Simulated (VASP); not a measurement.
# SnO (P6_3/mmc) in VASP: settings compared, part 2 of 2

VASP 6.6.1.

**4. Single point, LDA**

This run uses another cell than the first one, of 19.11 Å³/atom, 0.968 times its volume.

The input, INCAR:

```
SYSTEM = SnO
ALGO = Normal ; EDIFF = 1E-7
ENCUT = 520 ; ISIF = 2
ISMEAR = 0 ; LASPH = .True.
LCHARG = .False. ; LREAL = .False.
LWAVE = .False. ; NBANDS = 28
NELM = 60 ; PREC = Accurate
SIGMA = 0.01
```

The input, KPOINTS:

```
k-points
0
Gamma
  12 12 6
  0 0 0
```

The input, POSCAR:

```
SnO
1.0
    4.1254992580      0.0000000000      0.0000000000
   -2.0627496290      3.5727871607      0.0000000000
    0.0000000000      0.0000000000      5.1854030836
Sn O
2 2
Direct
    0.3333333333      0.6666666667      0.2500000000
    0.6666666667      0.3333333333      0.7500000000
    0.6666666667      0.3333333333      0.2500000000
    0.3333333333      0.6666666667      0.7500000000
```

Potentials or basis: VASP PAW LDA potentials, release 64 (Sn_d, O).

Launch:

```
$ cat potpaw_LDA.64/Sn_d/POTCAR potpaw_LDA.64/O/POTCAR > POTCAR
$ mpirun -np 1 vasp_std > vasp.out
```

OUTCAR:

```text
SYSTEM = SnO
   EDIFF = 1E-7
   ENCUT = 520
   ISIF = 2
   ISMEAR = 0
   LASPH = .True.
   LREAL = .False.
   NELM = 60
   PREC = Accurate

 ion  position               nearest neighbor table
   1  0.333  0.667  0.250-   3 2.38   3 2.38   3 2.38   4 2.59   4 2.59   2 3.52   2 3.52   2 3.52
                             2 3.52   2 3.52   2 3.52
   2  0.667  0.333  0.750-   4 2.38   4 2.38   4 2.38   3 2.59   3 2.59   1 3.52   1 3.52   1 3.52
                             1 3.52   1 3.52   1 3.52
   3  0.667  0.333  0.250-   1 2.38   1 2.38   1 2.38   2 2.59   2 2.59
   4  0.333  0.667  0.750-   2 2.38   2 2.38   2 2.38   1 2.59   1 2.59

  LATTYP: Found a hexagonal cell.
 ALAT       =     4.1254992580
 C/A-ratio  =     1.2569152869

  Lattice vectors:

 A1 = (   4.1254992580,   0.0000000000,   0.0000000000)
 A2 = (  -2.0627496290,   3.5727871607,   0.0000000000)
 A3 = (   0.0000000000,   0.0000000000,   5.1854030836)

Analysis of symmetry for initial positions (statically):
=====================================================================
 Subroutine PRICEL returns:
 Original cell was already a primitive cell.

 Routine SETGRP: Setting up the symmetry group for a
 hexagonal supercell.

 Subroutine GETGRP returns: Found 24 space group operations
 (whereof 12 operations were pure point group operations)
 out of a pool of 24 trial point group operations.

The static configuration has the point symmetry D_3d.
 The point group associated with its full space group is D_6h.

Analysis of symmetry for dynamics (positions and initial velocities):
=====================================================================
 Subroutine PRICEL returns:
 Original cell was already a primitive cell.

 Routine SETGRP: Setting up the symmetry group for a
 hexagonal supercell.

 Subroutine GETGRP returns: Found 24 space group operations
 (whereof 12 operations were pure point group operations)
 out of a pool of 24 trial point group operations.

The dynamic configuration has the point symmetry D_3d.
 The point group associated with its full space group is D_6h.

 Subroutine INISYM returns: Found 24 space group operations
 (whereof 12 operations are pure point group operations),
 and found     1 'primitive' translations

----------------------------------------------------------------------------------------

                                     Primitive cell

  volume of cell :      76.4304

  direct lattice vectors                    reciprocal lattice vectors
     4.125499258  0.000000000  0.000000000     0.242394905  0.139946764  0.000000000
    -2.062749629  3.572787161  0.000000000     0.000000000  0.279893527  0.000000000
     0.000000000  0.000000000  5.185403084     0.000000000  0.000000000  0.192849039

  length of vectors
     4.125499258  4.125499258  5.185403084     0.279893527  0.279893527  0.192849039

  position of ions in fractional coordinates (direct lattice)
     0.333333333  0.666666667  0.250000000
     0.666666667  0.333333333  0.750000000
     0.666666667  0.333333333  0.250000000
     0.333333333  0.666666667  0.750000000

  ion indices of the primitive-cell ions
   primitive index   ion index
                 1           1
                 2           2
[... 26 lines left out ...]

 Found     76 irreducible k-points:

 Following reciprocal coordinates:
            Coordinates               Weight
  0.000000  0.000000  0.000000      1.000000
  0.083333  0.000000  0.000000      6.000000
  0.166667 -0.000000  0.000000      6.000000
  0.250000 -0.000000  0.000000      6.000000
  0.333333 -0.000000  0.000000      6.000000
  0.416667  0.000000  0.000000      6.000000
[... 16 lines left out ...]
  0.250000 -0.000000  0.166667     12.000000
  0.333333 -0.000000  0.166667     12.000000
 [... further k-points ...]
   k-points           NKPTS =     76   k-points in BZ     NKDIM =     76   number of bands    NBANDS=     28
   number of dos      NEDOS =    301   number of ions     NIONS =      4
   total plane-waves  NPLWV =  40960
   dimension x,y,z NGX =    32 NGY =   32 NGZ =   40
   dimension x,y,z NGXF=    64 NGYF=   64 NGZF=   80
   ions per type =               2   2
   NGX,Y,Z   is equivalent  to a cutoff of  12.90, 12.90, 12.82 a.u.
   NGXF,Y,Z  is equivalent  to a cutoff of  25.79, 25.79, 25.65 a.u.
 SYSTEM =  SnO
   PREC   = accura    normal or accurate (medium, high low for compatibility)
   ISTART =      0    job   : 0-new  1-cont  2-samecut
   ICHARG =      2    charge: 1-file 2-atom 10-const
   ISPIN  =      1    spin polarized calculation?
   LNONCOLLINEAR =      F non collinear calculations
   LSORBIT =      F    spin-orbit coupling
   LASPH  =      T    aspherical Exc in radial PAW
   ENCUT  =  520.0 eV  38.22 Ry    6.18 a.u.   7.67  7.67  9.64*2*pi/ulx,y,z
   NELM   =     60;   NELMIN=  2; NELMDL= -5     # of ELM steps
   EDIFF  = 0.1E-06   stopping-criterion for ELM
   LREAL  =      F    real-space projection
   EDIFFG = 0.1E-05   stopping-criterion for IOM
   NSW    =      0    number of steps for IOM
   IBRION =     -1    ionic relax: 0-MD 1-quasi-New 2-CG
   NFREE  =      0    steps in history (QN), initial steepest desc. (CG)
   ISIF   =      2    stress and relaxation
   ISYM   =      2    0-nonsym 1-usesym 2-fastsym
   POTIM  = 0.5000    time-step for ionic-motion
   TEBEG  =    0.0;   TEEND  =   0.0 temperature during run
   PSTRESS=    0.0 pullay stress
   NELECT =      40.0000    total number of electrons
   NUPDOWN=      -1.0000    fix difference up-down
   EMIN   =  10.00;   EMAX   =-10.00  energy-range for DOS
   EFERMI =   0.00;   METHOD = LEGACY
   ISMEAR =     0;   SIGMA  =   0.01  broadening in eV -4-tet -1-fermi 0-gaus
   EFERMI_NEDOS =   21; number of points for ismear=-14 and -15
   IALGO  =     38    algorithm
   IMIX   =      4    mixing-type and parameters
     AMIX     =   0.40;   BMIX     =  1.00
     AMIX_MAG =   1.60;   BMIX_MAG =  1.00
  volume/ion in A,a.u.               =      19.11       128.94
  Fermi-wavevector in a.u.,A,eV,Ry     =   1.319287  2.493092 23.681204  1.740519
  Thomas-Fermi vector in A             =   2.449196
   LORBIT       =      0    0 simple, 1 ext, 2 COOP (PROOUT), +10 PAW based schemes
   GGA     = CA    functional components
   LHFCALC =     F    Hartree Fock is set to
   AEXX    =    0.0000 exact exchange contribution
   IVDW    =     0    specifies the selected vdW correction
   LEPSILON=     F    determine dielectric tensor
   LRPA    =     F    only Hartree local field effects (RPA)
 non-spin polarized calculation
 Gauss-broadening in eV      SIGMA  =   0.01
  energy-cutoff  :      520.00
  volume of cell :       76.43
 maximum number of plane-waves:      2089
 NGX is ok and might be reduce to    32
   NGX = 15   NGY = 15   NGZ = 19

 number of electron      40.0000000 magnetization

 Free energy of the ion-electron system (eV)
  ---------------------------------------------------
  ext. energy  EPLUGINS =         0.00000000
  ---------------------------------------------------
  free energy    TOTEN  =       -23.64845458 eV

  energy without entropy =      -23.64845458  energy(sigma->0) =      -23.64845458

 E-fermi :   6.4271     XC(G=0): -10.2544

 val. band max:        6.2987544425   @ k =   0.3333   0.3333   0.5000
 cond. band min:       6.6942721597   @ k =   0.3333   0.3333   0.5000
 fundamental gap:      0.3955177171
 Fermi energy:         6.4271072914

 k-point     1 :       0.0000    0.0000    0.0000
  band No.  band energies     occupation
      1     -15.6133      2.00000
      2     -15.4352      2.00000
      3     -15.4352      2.00000
      4     -15.3898      2.00000
      5     -15.3898      2.00000
      6     -15.3867      2.00000
[... 733 lines left out ...]
     27      13.8266      0.00000
     28      14.8787      0.00000

 [... further k-points ...]

------------------------ aborting loop because EDIFF is reached ----------------------------------------

  FORCE on cell =-STRESS in cart. coord.  units (eV):
  Direction    XX          YY          ZZ          XY          YZ          ZX
  --------------------------------------------------------------------------------------
  -------------------------------------------------------------------------------------
  Total       -1.5655939     -1.5655939     -1.8672638      0.0000000      0.0000000     -0.0000000
  in kB      -32.8188616    -32.8188616    -39.1426379      0.0000000      0.0000000     -0.0000000
  external PRESSURE =     -34.9267870 kB  Pullay stress =       0.0000000 kB

 VOLUME and BASIS-vectors are now :
 -----------------------------------------------------------------------------
  energy-cutoff  :      520.00
  volume of cell :       76.43
      direct lattice vectors                 reciprocal lattice vectors
     4.125499258  0.000000000  0.000000000     0.242394905  0.139946764  0.000000000
    -2.062749629  3.572787161  0.000000000     0.000000000  0.279893527  0.000000000
     0.000000000  0.000000000  5.185403084     0.000000000  0.000000000  0.192849039

 POSITION                                       TOTAL-FORCE (eV/Angst)
 -----------------------------------------------------------------------------------
     -0.00000      2.38186      1.29635        -0.000000     -0.000000      0.000000
      2.06275      1.19093      3.88905         0.000000      0.000000      0.000000
      2.06275      1.19093      1.29635         0.000000      0.000000      0.000000
     -0.00000      2.38186      3.88905        -0.000000      0.000000      0.000000
 -----------------------------------------------------------------------------------
    total drift:                                0.000000     -0.000000      0.000000

  FREE ENERGIE OF THE ION-ELECTRON SYSTEM (eV)
  ---------------------------------------------------
  free  energy   TOTEN  =       -23.6484545820 eV

  energy  without entropy=      -23.6484545820  energy(sigma->0) =      -23.64845458
```

OSZICAR:

```text
N       E                     dE             d eps       ncg     rms          rms(c)
DAV:   1     0.426779575776E+03    0.42678E+03   -0.20371E+04  4388   0.211E+03
DAV:   2     0.415712771682E+02   -0.38521E+03   -0.37066E+03  4400   0.538E+02
DAV:   3    -0.239510641301E+02   -0.65522E+02   -0.63660E+02  4816   0.184E+02
DAV:   4    -0.274810740381E+02   -0.35300E+01   -0.35144E+01  4736   0.460E+01
DAV:   5    -0.275729447214E+02   -0.91871E-01   -0.91839E-01  4756   0.801E+00    0.116E+01
DAV:   6    -0.242139844457E+02    0.33590E+01   -0.22375E+01  6932   0.512E+01    0.717E+00
DAV:   7    -0.237202790320E+02    0.49371E+00   -0.41110E+00  5036   0.108E+01    0.216E+00
DAV:   8    -0.236641876148E+02    0.56091E-01   -0.35534E-01  4548   0.360E+00    0.683E-01
DAV:   9    -0.236484072442E+02    0.15780E-01   -0.38774E-02  5920   0.134E+00    0.197E-01
DAV:  10    -0.236491111866E+02   -0.70394E-03   -0.10877E-02  5872   0.749E-01    0.193E-01
DAV:  11    -0.236484506880E+02    0.66050E-03   -0.38023E-03  6712   0.376E-01    0.248E-02
DAV:  12    -0.236484561900E+02   -0.55021E-05   -0.24722E-04  4616   0.960E-02    0.146E-02
DAV:  13    -0.236484550882E+02    0.11018E-05   -0.14663E-05  4860   0.261E-02    0.489E-03
DAV:  14    -0.236484546258E+02    0.46239E-06   -0.46912E-06  5272   0.131E-02    0.204E-03
DAV:  15    -0.236484545820E+02    0.43774E-07   -0.47297E-07  4332   0.452E-03
   1 F= -.23648455E+02 E0= -.23648455E+02  d E =-.740163E-76
```

It took 2.9 min on 1 thread of Intel Xeon Platinum 8259CL at 2.50GHz (Skylake/Cascade Lake), shared host; peak memory 0.25 GiB.

What came out:

```yaml
Free_energy: -23.6485 eV
Pressure: -3.5 GPa
Band_gap_on_the_k_mesh: 0.40 eV, direct
```

Levels at points of the mesh, in eV from the valence-band top:
| k point | band 18 | band 19 | band 20 | band 21 | band 22 | band 23 |
| --- | --- | --- | --- | --- | --- | --- |
| (0.00, 0.00, 0.00) | -3.84 | -3.84 | -3.57 | 3.04 | 3.11 | 3.11 |
| (0.50, 0.00, 0.00) | -4.19 | -1.85 | -1.84 | 0.96 | 3.28 | 3.31 |
| (0.00, 0.00, 0.50) | -4.24 | -2.12 | -2.12 | 2.50 | 2.50 | 3.17 |
| (0.50, 0.00, 0.50) | -3.88 | -1.09 | -1.09 | 0.77 | 0.77 | 3.16 |

Caveat: spin-orbit coupling is left out, which moves the levels of the heavy elements.

**5. The runs side by side**

```csv
task,level,potentials or basis,cell,k mesh,cutoff (eV),smearing,gap on the mesh (eV),pressure (GPa)
relaxation of cell and atoms,LDA,"VASP PAW LDA potentials, release 64 (Sn_d, O)","relaxed from a = 4.175, b = 4.175, c = 5.231 Å, angles 90.0, 90.0, 120.0°, 4 atoms",6 × 6 × 4,600,fermi-dirac 0.02 eV,0.30,0.0
single point,PBE,"VASP PAW PBE potentials, release 64 (Sn_d, O)","a = 4.125, b = 4.125, c = 5.185 Å, angles 90.0, 90.0, 120.0°, 4 atoms",12 × 12 × 6,520,fermi-dirac 0.02 eV,0.41,2.6
single point,LDA,"VASP PAW LDA potentials, release 64 (Sn_d, O)","a = 4.125, b = 4.125, c = 5.185 Å, angles 90.0, 90.0, 120.0°, 4 atoms",12 × 12 × 6,520,gaussian 0.01 eV,0.40,-3.5
```

Alike in all rows: no spin polarisation.

Caveats: spin-orbit coupling is left out, which moves the levels of the heavy elements.

Total energies depend on the potentials used, so only differences within one code and one set of settings carry meaning.
